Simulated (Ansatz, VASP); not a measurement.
Two plane-wave programs on Ca3TiN

```
CELL_PARAMETERS angstrom
4.55542 0.00000 0.00000
0.00000 4.55542 0.00000
0.00000 0.00000 4.55542
ATOMIC_POSITIONS crystal
Ca 0.50000 0.50000 0.00000
Ca 0.00000 0.50000 0.50000
Ca 0.50000 0.00000 0.50000
Ti 0.00000 0.00000 0.00000
N 0.50000 0.50000 0.50000
```

Change from the starting cell: species swapped into the Tb3InN type (Pm-3m, No. 221).

Alike in both runs: task relaxation of cell and atoms; functional PBE; k mesh 4 × 4 × 4; occupations gaussian, width 0.1 eV; collinear spin.

|  | VASP | Ansatz |
| --- | --- | --- |
| version | VASP 6.6.1 | Ansatz 0.2.0 |
| potentials or method | VASP PAW PBE potentials, release 64 (Ca_sv, Ti_sv, N), cutoff 600 eV | scalar-relativistic, plane waves, PAW |
| valence electrons in the cell | 47 | 47 |

```csv
,VASP,Ansatz,Ansatz less VASP
"gap on the k mesh at the Fermi level, each at its own relaxed structure (eV)",none,none,-
net moment per atom (μB),0.00,0.85,+0.848
size of the moment on the site where the two differ most (μB),0.00,2.41,+2.412
relaxed volume (Å³/atom),24.27,24.86,+0.586
relaxed length of the cell vector where the two differ most in proportion (Å),4.951,4.991,+0.0395
```

The net moments are unlike, so the other rows may belong to different states. Site moments also hang on the region over which each program counts them. A gap of «none» marks a metal or a gap that the smearing closes.

Noted on VASP's run: the volume moved by over 15 % at a fixed basis, so the end points are rough.
